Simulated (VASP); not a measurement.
## HfN: single point with PBE

HfN:

```
Hf N
1.0
     3.17520    0.00000    0.00000
    -1.58760    2.74980    0.00000
     0.00000    0.00000    2.96914
Hf N
1 1
Direct
  0.00000 0.00000 0.00000
  0.66667 0.33333 0.50000
```

This cell differs from its parent crystal: volume scaled by 1.070.

```json
{
  "Program": "VASP 6.6.1",
  "Task": "single point",
  "Functional": "PBE",
  "Potentials or basis": "VASP PAW PBE potentials, release 64 (Hf_pv, N)",
  "Cutoff": "600 eV",
  "k mesh": "14 × 14 × 12",
  "Occupations": "gaussian, width 0.05 eV",
  "Spin": "no spin polarisation"
}
```

```json
{"Pressure": "-15.6 GPa"}
```

Stress tensor (GPa, compression positive):
```
-15.49   0.00   0.00
  0.00 -15.49   0.00
  0.00   0.00 -15.89
```

Levels at points of the mesh, in eV from the Fermi level:
| k point | band 4 | band 5 | band 6 | band 7 | band 8 | band 9 | band 10 | band 11 |
| --- | --- | --- | --- | --- | --- | --- | --- | --- |
| (0.00, 0.00, 0.00) | -15.70 | -3.23 | -3.23 | -2.06 | -1.57 | 1.56 | 4.49 | 4.49 |
| (0.50, 0.00, 0.00) | -14.04 | -6.38 | -3.05 | -2.18 | -1.57 | 4.40 | 4.69 | 5.90 |
| (0.00, 0.00, 0.50) | -13.62 | -7.36 | -2.49 | -2.49 | 1.48 | 1.48 | 3.62 | 4.12 |
| (0.50, 0.00, 0.50) | -14.07 | -5.45 | -4.47 | -4.01 | 0.58 | 4.52 | 6.04 | 7.26 |

Wall time 47 s on 1 thread of Intel(R) Xeon(R) Platinum 8488C (Sapphire Rapids) (shared host), peak memory 0.21 GiB.

Caveat: spin-orbit coupling is left out, which moves the levels of the heavy elements.
